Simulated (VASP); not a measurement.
# TiB2 (P6/mmm) in VASP: a series of runs, part 2 of 2

VASP 6.6.1.

## Step 3: Single point, PBE

The input, INCAR:

```
PREC = Accurate
ENCUT = 500
EDIFF = 1E-6
ISMEAR = -1
SIGMA = 0.15
LREAL = F
LASPH = T
NELM = 120
ALGO = Normal
ISIF = 2
LWAVE = F
LCHARG = F
GGA = PE
NBANDS = 16
GGA_COMPAT = F
```

The input, KPOINTS:

```
regular mesh
0
Gamma
  9 9 7
```

The input, POSCAR:

```
TiB2
1.0
    3.0292000000      0.0000000000      0.0000000000
   -1.5146000000      2.6233641531      0.0000000000
    0.0000000000      0.0000000000      3.2284000000
Ti B
1 2
Direct
    0.0000000000      0.0000000000      0.0000000000
    0.3333333333      0.6666666667      0.5000000000
    0.6666666667      0.3333333333      0.5000000000
```

Potentials or basis: VASP PAW PBE potentials, release 64 (Ti_sv, B).

Launch:

```console
cat potpaw_PBE.64/Ti_sv/POTCAR potpaw_PBE.64/B/POTCAR > POTCAR
mpirun -np 1 vasp_std > vasp.out
```

OUTCAR:

```text
PREC = Accurate
   ENCUT = 500
   EDIFF = 1E-6
   ISMEAR = -1
   LREAL = F
   LASPH = T
   NELM = 120
   ISIF = 2
   GGA = PE

 ion  position               nearest neighbor table
   1  0.000  0.000  0.000-   2 2.38   3 2.38   2 2.38   3 2.38   2 2.38   2 2.38   3 2.38   3 2.38
                             3 2.38   3 2.38   2 2.38   2 2.38
   2  0.333  0.667  0.500-   3 1.75   3 1.75   3 1.75   1 2.38   1 2.38   1 2.38   1 2.38   1 2.38
                             1 2.38
   3  0.667  0.333  0.500-   2 1.75   2 1.75   2 1.75   1 2.38   1 2.38   1 2.38   1 2.38   1 2.38
                             1 2.38

  LATTYP: Found a hexagonal cell.
 ALAT       =     3.0292000000
 C/A-ratio  =     1.0657599366

  Lattice vectors:

 A1 = (   3.0292000000,   0.0000000000,   0.0000000000)
 A2 = (  -1.5146000000,   2.6233641531,   0.0000000000)
 A3 = (   0.0000000000,   0.0000000000,   3.2284000000)

Analysis of symmetry for initial positions (statically):
=====================================================================
 Subroutine PRICEL returns:
 Original cell was already a primitive cell.

 Routine SETGRP: Setting up the symmetry group for a
 hexagonal supercell.

 Subroutine GETGRP returns: Found 24 space group operations
 (whereof 24 operations were pure point group operations)
 out of a pool of 24 trial point group operations.

The static configuration has the point symmetry D_6h.

Analysis of symmetry for dynamics (positions and initial velocities):
=====================================================================
 Subroutine PRICEL returns:
 Original cell was already a primitive cell.

 Routine SETGRP: Setting up the symmetry group for a
 hexagonal supercell.

 Subroutine GETGRP returns: Found 24 space group operations
 (whereof 24 operations were pure point group operations)
 out of a pool of 24 trial point group operations.

The dynamic configuration has the point symmetry D_6h.

 Subroutine INISYM returns: Found 24 space group operations
[... 119 lines left out ...]
     AMIX_MAG =   1.60;   BMIX_MAG =  1.00
  volume/ion in A,a.u.               =       8.55        57.71
  Fermi-wavevector in a.u.,A,eV,Ry     =   1.454703  2.748990 28.792122  2.116161
  Thomas-Fermi vector in A             =   2.571823
   LORBIT       =      0    0 simple, 1 ext, 2 COOP (PROOUT), +10 PAW based schemes
   GGA     = PE    functional components
   LHFCALC =     F    Hartree Fock is set to
   AEXX    =    0.0000 exact exchange contribution
   IVDW    =     0    specifies the selected vdW correction
   LEPSILON=     F    determine dielectric tensor
   LRPA    =     F    only Hartree local field effects (RPA)
 non-spin polarized calculation
  energy-cutoff  :      500.00
  volume of cell :       25.66
 maximum number of plane-waves:       666
 NGX is ok and might be reduce to    24
   NGX = 11   NGY = 11   NGZ = 11

 number of electron      18.0000002 magnetization

 Free energy of the ion-electron system (eV)
  ---------------------------------------------------
  ext. energy  EPLUGINS =         0.00000000
  ---------------------------------------------------
  free energy    TOTEN  =       -24.44233976 eV

  energy without entropy =      -24.41014701  energy(sigma->0) =      -24.42624338

 E-fermi :  10.0061     XC(G=0): -12.7682

 val. band max:        9.8980064793   @ k =   0.1111  -0.0000   0.4286
 cond. band min:      10.1255385598   @ k =   0.2222   0.2222   0.0000
 fundamental gap:      0.2275320804
 Fermi energy:        10.0061444373

 k-point     1 :       0.0000    0.0000    0.0000
  band No.  band energies     occupation
      1     -46.9539      2.00000
      2     -23.3059      2.00000
      3     -22.9908      2.00000
      4     -22.9908      2.00000
      5      -3.5081      2.00000
      6       7.3994      2.00000
[... 433 lines left out ...]
      3     -23.2665      2.00000
      4     -23.2607      2.00000
      5       1.6372      2.00000
      6       1.6372      2.00000
[... 8 lines left out ...]
     15      20.5883      0.00000
     16      20.5883      0.00000

 [... further k-points ...]

------------------------ aborting loop because EDIFF is reached ----------------------------------------

  FORCE on cell =-STRESS in cart. coord.  units (eV):
  Direction    XX          YY          ZZ          XY          YZ          ZX
  --------------------------------------------------------------------------------------
  -------------------------------------------------------------------------------------
  Total        0.1686660      0.1686660     -0.0583298      0.0000000      0.0000000     -0.0000000
  in kB       10.5332932     10.5332932     -3.6427288      0.0000000      0.0000000     -0.0000000
  external PRESSURE =       5.8079525 kB  Pullay stress =       0.0000000 kB

 VOLUME and BASIS-vectors are now :
 -----------------------------------------------------------------------------
  energy-cutoff  :      500.00
  volume of cell :       25.66
      direct lattice vectors                 reciprocal lattice vectors
     3.029200000  0.000000000  0.000000000     0.330120164  0.190594965  0.000000000
    -1.514600000  2.623364153  0.000000000     0.000000000  0.381189931  0.000000000
     0.000000000  0.000000000  3.228400000     0.000000000  0.000000000  0.309750960

 POSITION                                       TOTAL-FORCE (eV/Angst)
 -----------------------------------------------------------------------------------
      0.00000      0.00000      0.00000         0.000000      0.000000     -0.000000
     -0.00000      1.74891      1.61420        -0.000000     -0.000000      0.000000
      1.51460      0.87445      1.61420         0.000000      0.000000     -0.000000
 -----------------------------------------------------------------------------------
    total drift:                               -0.000000      0.000000      0.000000

  FREE ENERGIE OF THE ION-ELECTRON SYSTEM (eV)
  ---------------------------------------------------
  free  energy   TOTEN  =       -24.4423397556 eV

  energy  without entropy=      -24.4101470083  energy(sigma->0) =      -24.42624338
```

OSZICAR:

```text
N       E                     dE             d eps       ncg     rms          rms(c)
DAV:   1     0.121783902949E+03    0.12178E+03   -0.87719E+03  1536   0.125E+03
DAV:   2    -0.223051108233E+02   -0.14409E+03   -0.13942E+03  1688   0.343E+02
DAV:   3    -0.294693068712E+02   -0.71642E+01   -0.71150E+01  2296   0.734E+01
DAV:   4    -0.296074470930E+02   -0.13814E+00   -0.13810E+00  1816   0.934E+00
DAV:   5    -0.296117280151E+02   -0.42809E-02   -0.42808E-02  2256   0.135E+00    0.166E+01
DAV:   6    -0.244566208615E+02    0.51551E+01   -0.20928E+01  2168   0.484E+01    0.381E+00
DAV:   7    -0.244417003568E+02    0.14921E-01   -0.10889E+00  1624   0.119E+01    0.335E+00
DAV:   8    -0.244441262909E+02   -0.24259E-02   -0.81408E-02  2520   0.239E+00    0.803E-01
DAV:   9    -0.244428581174E+02    0.12682E-02   -0.34858E-02  1936   0.237E+00    0.265E-01
DAV:  10    -0.244423268647E+02    0.53125E-03   -0.26735E-03  2024   0.621E-01    0.624E-02
DAV:  11    -0.244423525240E+02   -0.25659E-04   -0.46222E-04  2152   0.241E-01    0.554E-02
DAV:  12    -0.244423401806E+02    0.12343E-04   -0.80912E-05  1816   0.116E-01    0.997E-03
DAV:  13    -0.244423397556E+02    0.42498E-06   -0.35583E-06  1776   0.163E-02
   1 F= -.24442340E+02 E0= -.24426243E+02  d E =-.321927E-01
```

stdout:

```text
POSCAR found type information on POSCAR TiB
 POSCAR found :  2 types and       3 ions
 scaLAPACK will be used
 LDA part: xc-table for (Slater+PW92), standard interpolation
 POSCAR, INCAR and KPOINTS ok, starting setup
 FFT: planning ... GRIDC
 FFT: planning ... GRID_SOFT
 FFT: planning ... GRID
 WAVECAR not read
 entering main loop
```

Wall time 29 s (1 thread of Intel Xeon 8259CL, shared host); peak memory 0.15 GiB.

What came out:

```yaml
Free_energy: -24.4423 eV
Pressure: 0.6 GPa
Band_gap_on_the_k_mesh: zero (band 9 reaches 10.42 eV, above the bottom of band 10 at 9.89 eV)
```

Levels at points of the mesh, in eV from the Fermi level:
| k point | band 5 | band 6 | band 7 | band 8 | band 9 | band 10 | band 11 | band 12 | band 13 | band 14 |
| --- | --- | --- | --- | --- | --- | --- | --- | --- | --- | --- |
| (0.00, 0.00, 0.00) | -13.51 | -2.61 | -2.61 | -2.34 | -2.12 | 1.89 | 1.89 | 3.65 | 3.65 | 5.76 |
